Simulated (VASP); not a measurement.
A run of VASP 6.6.1 is set up as follows.

File INCAR:

```
ALGO = Normal
EDIFF = 1E-7
ENCUT = 520
GGA = PE
ISIF = 2
ISMEAR = 0
LASPH = T
LCHARG = T
LELF = T
LREAL = F
LVHAR = T
LWAVE = F
NBANDS = 11
NELM = 80
PREC = Accurate
SIGMA = 0.02
```

File KPOINTS:

```
k-points
0
Gamma
  8 8 8
```

POSCAR

```
BN
1.0
    0.0073251431      3.4541645643      2.1020294116
    1.2467226660     -0.0410427613      2.1724908007
    1.2440463538      3.4968720181     -0.0646822500
B N
1 1
Direct
    0.0062647093     -0.0078147471      0.9996584586
    0.6823088083      0.6481888848      0.3349314075
```

Potentials or basis: VASP PAW PBE potentials, release 64 (B, N).

Command:

```bash
$ cat potpaw_PBE.64/B/POTCAR potpaw_PBE.64/N/POTCAR > POTCAR
$ mpirun -np 1 vasp_std > vasp.out
```

Problem. Estimate the band gap on the k mesh.

Solution. 3.87 eV (least direct gap 4.85 eV).

Problem. Predict the pressure.

Solution. 5.4 GPa.

Stress tensor (GPa, compression positive):
```
11.38  0.15 -0.40
 0.15  1.43  0.03
-0.40  0.03  3.49
```

Caveat: the cell stands under pressure. A k mesh can miss the band edges.
